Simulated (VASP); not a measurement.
# Mg (P6_3/mmc) in VASP: settings compared

The runs below take Mg through single point, relaxation of cell and atoms, with PBE, r2SCAN.

Everything below comes from runs of VASP 6.6.1. Logs are shortened: lines on timing, memory, paths and dates and some standing lists are left out, and cuts for length are marked.

**1. The cell of the first run**

It takes space group P6_3/mmc (No. 194, hexagonal). Conventional cell: a = 3.191 Å, b = 3.191 Å, c = 5.201 Å, α = 90.00°, β = 90.00°, γ = 120.00°. Mg (site symmetry -6m2) has 12 Mg at 3.19 Å within 4.2 Å.

**2. Single point, PBE**

INCAR

```
  PREC = Accurate
  ENCUT = 520
  EDIFF = 1E-6
  ISMEAR = -1
  SIGMA = 0.05
  LREAL = F
  LASPH = T
  NELM = 100
  ALGO = Normal
  ISIF = 2
  LWAVE = F
  LCHARG = T
  GGA = PE
  LELF = T
  LVHAR = T
  NBANDS = 9
```

KPOINTS

```
Automatic mesh
0
Gamma
  14 14 8
```

POSCAR

```
Mg
1.0
    3.1913177079      0.0000000000      0.0000000000
   -1.5956588540      2.7637622066      0.0000000000
    0.0000000000      0.0000000000      5.2009454064
Mg
2
Direct
    0.3333333333      0.6666666667      0.2500000000
    0.6666666667      0.3333333333      0.7500000000
```

Potentials or basis: VASP PAW PBE potentials, release 64 (Mg).

Started as:

```sh
cat potpaw_PBE.64/Mg/POTCAR > POTCAR
mpirun -np 1 vasp_std > vasp.out
```

OUTCAR:

```text
PREC = Accurate
   ENCUT = 520
   EDIFF = 1E-6
   ISMEAR = -1
   LREAL = F
   LASPH = T
   NELM = 100
   ISIF = 2
   GGA = PE

 ion  position               nearest neighbor table
   1  0.333  0.667  0.250-   2 3.19   2 3.19   2 3.19   2 3.19   2 3.19   2 3.19
   2  0.667  0.333  0.750-   1 3.19   1 3.19   1 3.19   1 3.19   1 3.19   1 3.19

  LATTYP: Found a hexagonal cell.
 ALAT       =     3.1913177079
 C/A-ratio  =     1.6297172148

  Lattice vectors:

 A1 = (   3.1913177079,   0.0000000000,   0.0000000000)
 A2 = (  -1.5956588540,   2.7637622066,   0.0000000000)
 A3 = (   0.0000000000,   0.0000000000,   5.2009454064)

Analysis of symmetry for initial positions (statically):
=====================================================================
 Subroutine PRICEL returns:
 Original cell was already a primitive cell.

 Routine SETGRP: Setting up the symmetry group for a
 hexagonal supercell.

 Subroutine GETGRP returns: Found 24 space group operations
 (whereof 12 operations were pure point group operations)
 out of a pool of 24 trial point group operations.

The static configuration has the point symmetry D_3d.
 The point group associated with its full space group is D_6h.

Analysis of symmetry for dynamics (positions and initial velocities):
=====================================================================
 Subroutine PRICEL returns:
 Original cell was already a primitive cell.

 Routine SETGRP: Setting up the symmetry group for a
 hexagonal supercell.

 Subroutine GETGRP returns: Found 24 space group operations
 (whereof 12 operations were pure point group operations)
 out of a pool of 24 trial point group operations.

The dynamic configuration has the point symmetry D_3d.
 The point group associated with its full space group is D_6h.

 Subroutine INISYM returns: Found 24 space group operations
 (whereof 12 operations are pure point group operations),
 and found     1 'primitive' translations

----------------------------------------------------------------------------------------

                                     Primitive cell

  volume of cell :      45.8726

  direct lattice vectors                    reciprocal lattice vectors
     3.191317708  0.000000000  0.000000000     0.313350187  0.180912815  0.000000000
    -1.595658854  2.763762207  0.000000000     0.000000000  0.361825629  0.000000000
     0.000000000  0.000000000  5.200945406     0.000000000  0.000000000  0.192272735

  length of vectors
     3.191317708  3.191317708  5.200945406     0.361825629  0.361825629  0.192272735

  position of ions in fractional coordinates (direct lattice)
     0.333333333  0.666666667  0.250000000
     0.666666667  0.333333333  0.750000000

  ion indices of the primitive-cell ions
   primitive index   ion index
                 1           1
                 2           2

----------------------------------------------------------------------------------------

 KPOINTS: Automatic mesh

Automatic generation of k-mesh.
 Grid dimensions read from file:
 generate k-points for:   14   14    8

 Generating k-lattice:

  Cartesian coordinates                     Fractional coordinates (reciprocal lattice)
     0.022382156  0.012922344  0.000000000     0.071428571  0.000000000  0.000000000
     0.000000000  0.025844688  0.000000000     0.000000000  0.071428571  0.000000000
     0.000000000  0.000000000  0.024034092     0.000000000  0.000000000  0.125000000

  Length of vectors
     0.025844688  0.025844688  0.024034092

  Shift w.r.t. Gamma in fractional coordinates (k-lattice)
     0.000000000  0.000000000  0.000000000

 Subroutine IBZKPT returns following result:
 ===========================================

 Found    120 irreducible k-points:

 Following reciprocal coordinates:
            Coordinates               Weight
  0.000000  0.000000  0.000000      1.000000
  0.071429 -0.000000  0.000000      6.000000
  0.142857 -0.000000  0.000000      6.000000
  0.214286  0.000000  0.000000      6.000000
  0.285714  0.000000  0.000000      6.000000
  0.357143  0.000000  0.000000      6.000000
[... 16 lines left out ...]
  0.285714  0.285714  0.000000      6.000000
  0.357143  0.285714  0.000000      6.000000
 [... further k-points ...]
   k-points           NKPTS =    120   k-points in BZ     NKDIM =    120   number of bands    NBANDS=      9
   number of dos      NEDOS =    301   number of ions     NIONS =      2
   total plane-waves  NPLWV =  23040
   dimension x,y,z NGX =    24 NGY =   24 NGZ =   40
   dimension x,y,z NGXF=    48 NGYF=   48 NGZF=   80
   ions per type =               2
   NGX,Y,Z   is equivalent  to a cutoff of  12.50, 12.50, 12.79 a.u.
   NGXF,Y,Z  is equivalent  to a cutoff of  25.00, 25.00, 25.57 a.u.
 SYSTEM =  unknown system
   PREC   = accura    normal or accurate (medium, high low for compatibility)
   ISTART =      0    job   : 0-new  1-cont  2-samecut
   ICHARG =      2    charge: 1-file 2-atom 10-const
   ISPIN  =      1    spin polarized calculation?
   LNONCOLLINEAR =      F non collinear calculations
   LSORBIT =      F    spin-orbit coupling
   LASPH  =      T    aspherical Exc in radial PAW
   ENCUT  =  520.0 eV  38.22 Ry    6.18 a.u.   5.93  5.93  9.67*2*pi/ulx,y,z
   NELM   =    100;   NELMIN=  2; NELMDL= -5     # of ELM steps
   EDIFF  = 0.1E-05   stopping-criterion for ELM
   LREAL  =      F    real-space projection
   EDIFFG = 0.1E-04   stopping-criterion for IOM
   NSW    =      0    number of steps for IOM
   IBRION =     -1    ionic relax: 0-MD 1-quasi-New 2-CG
   NFREE  =      0    steps in history (QN), initial steepest desc. (CG)
   ISIF   =      2    stress and relaxation
   ISYM   =      2    0-nonsym 1-usesym 2-fastsym
   POTIM  = 0.5000    time-step for ionic-motion
   TEBEG  =    0.0;   TEEND  =   0.0 temperature during run
   PSTRESS=    0.0 pullay stress
   NELECT =       4.0000    total number of electrons
   NUPDOWN=      -1.0000    fix difference up-down
   EMIN   =  10.00;   EMAX   =-10.00  energy-range for DOS
   EFERMI =   0.00;   METHOD = LEGACY
   ISMEAR =    -1;   SIGMA  =   0.05  broadening in eV -4-tet -1-fermi 0-gaus
   EFERMI_NEDOS =   21; number of points for ismear=-14 and -15
   IALGO  =     38    algorithm
   IMIX   =      4    mixing-type and parameters
     AMIX     =   0.40;   BMIX     =  1.00
     AMIX_MAG =   1.60;   BMIX_MAG =  1.00
  volume/ion in A,a.u.               =      22.94       154.78
  Fermi-wavevector in a.u.,A,eV,Ry     =   0.725956  1.371859  7.170441  0.527013
  Thomas-Fermi vector in A             =   1.816808
   LORBIT       =      0    0 simple, 1 ext, 2 COOP (PROOUT), +10 PAW based schemes
   GGA     = PE    functional components
   LHFCALC =     F    Hartree Fock is set to
   AEXX    =    0.0000 exact exchange contribution
   IVDW    =     0    specifies the selected vdW correction
   LEPSILON=     F    determine dielectric tensor
   LRPA    =     F    only Hartree local field effects (RPA)
 non-spin polarized calculation
  energy-cutoff  :      520.00
  volume of cell :       45.87
 maximum number of plane-waves:      1256
 NGX is ok and might be reduce to    24
   NGX = 11   NGY = 11   NGZ = 19

 number of electron       4.0000000 magnetization

 Free energy of the ion-electron system (eV)
  ---------------------------------------------------
  ext. energy  EPLUGINS =         0.00000000
  ---------------------------------------------------
  free energy    TOTEN  =        -3.02061791 eV

  energy without entropy =       -3.01489679  energy(sigma->0) =       -3.01775735

 E-fermi :   2.6594     XC(G=0):  -8.4938

 val. band max:        2.6249346905   @ k =   0.4286   0.0000   0.2500
 cond. band min:       2.6610091406   @ k =   0.0714  -0.0000   0.1250
 fundamental gap:      0.0360744501
 Fermi energy:         2.6593684626

 k-point     1 :       0.0000    0.0000    0.0000
  band No.  band energies     occupation
      1      -4.2973      2.00000
      2       0.9335      2.00000
      3       1.3616      2.00000
      4      13.6228      0.00000
      5      13.6228      0.00000
      6      13.7476      0.00000
      7      13.7476      0.00000
      8      14.4516      0.00000
      9      16.1113      0.00000

 k-point     2 :       0.0714   -0.0000    0.0000
  band No.  band energies     occupation
      1      -4.1965      2.00000
      2       1.0256      2.00000
      3       1.4597      2.00000
      4      11.7103      0.00000
      5      12.5903      0.00000
      6      13.3813      0.00000
      7      14.9180      0.00000
      8      15.2401      0.00000
      9      16.3630      0.00000

 k-point     3 :       0.1429   -0.0000    0.0000
  band No.  band energies     occupation
      1      -3.8949      2.00000
      2       1.3020      2.00000
      3       1.7512      2.00000
      4       9.5201      0.00000
      5      11.6626      0.00000
      6      12.3549      0.00000
      7      14.2332      0.00000
      8      14.8429      0.00000
      9      15.9871      0.00000

 k-point     4 :       0.2143    0.0000    0.0000
  band No.  band energies     occupation
      1      -3.3942      2.00000
      2       1.7630      2.00000
      3       2.2261      1.99966
      4       7.4437      0.00000
      5      10.9036      0.00000
      6      11.2541      0.00000
      7      12.1515      0.00000
      8      13.4769      0.00000
      9      15.4189      0.00000
[... 205 lines left out ...]
 k-point    22 :       0.3571    0.2143    0.0000
  band No.  band energies     occupation
      1       0.5137      2.00000
      2       1.8302      2.00000
      3       4.3157      0.00000
      4       5.4422      0.00000
      5       6.2604      0.00000
      6       6.7900      0.00000
      7       8.0553      0.00000
      8       9.4469      0.00000
      9      10.5109      0.00000

 k-point    23 :       0.2857    0.2857    0.0000
  band No.  band energies     occupation
      1       0.4188      2.00000
      2       2.9947      0.00244
      3       3.0415      0.00096
      4       5.3574      0.00000
      5       6.2261      0.00000
      6       7.7409      0.00000
      7       8.3030      0.00000
      8       8.7397      0.00000
      9       9.5479      0.00000

 k-point    24 :       0.3571    0.2857    0.0000
  band No.  band energies     occupation
      1       1.6331      2.00000
      2       1.6625      2.00000
      3       2.9372      0.00769
      4       6.3804      0.00000
      5       6.7290      0.00000
      6       6.8075      0.00000
      7       8.0108      0.00000
      8       8.2098      0.00000
      9       9.1999      0.00000

 [... further k-points ...]
[... 5 lines left out ...]
  --------------------------------------------------------------------------------------
  -------------------------------------------------------------------------------------
  Total       -0.0356818     -0.0356818     -0.0224523      0.0000000      0.0000000      0.0000000
  in kB       -1.2462480     -1.2462480     -0.7841858      0.0000000      0.0000000      0.0000000
  external PRESSURE =      -1.0922272 kB  Pullay stress =       0.0000000 kB

 VOLUME and BASIS-vectors are now :
 -----------------------------------------------------------------------------
  energy-cutoff  :      520.00
  volume of cell :       45.87
      direct lattice vectors                 reciprocal lattice vectors
     3.191317708  0.000000000  0.000000000     0.313350187  0.180912815  0.000000000
    -1.595658854  2.763762207  0.000000000     0.000000000  0.361825629  0.000000000
     0.000000000  0.000000000  5.200945406     0.000000000  0.000000000  0.192272735

 POSITION                                       TOTAL-FORCE (eV/Angst)
 -----------------------------------------------------------------------------------
     -0.00000      1.84251      1.30024        -0.000000      0.000000      0.000000
      1.59566      0.92125      3.90071         0.000000     -0.000000      0.000000
 -----------------------------------------------------------------------------------
    total drift:                               -0.000000      0.000000     -0.000000

  FREE ENERGIE OF THE ION-ELECTRON SYSTEM (eV)
  ---------------------------------------------------
  free  energy   TOTEN  =        -3.0206179112 eV

  energy  without entropy=       -3.0148967905  energy(sigma->0) =       -3.01775735
```

Wall time 34 s (1 thread of AMD EPYC 7R13 (Zen 3), shared host); peak memory 0.16 GiB.

What came out:

| Property | Result |
| --- | --- |
| Free energy | -3.0206 eV |
| Pressure | -0.1 GPa |
| Band gap on the k mesh | zero (band 2 reaches 3.42 eV, above the bottom of band 3 at 1.36 eV) |

(Part 1 of 2 ends here.)
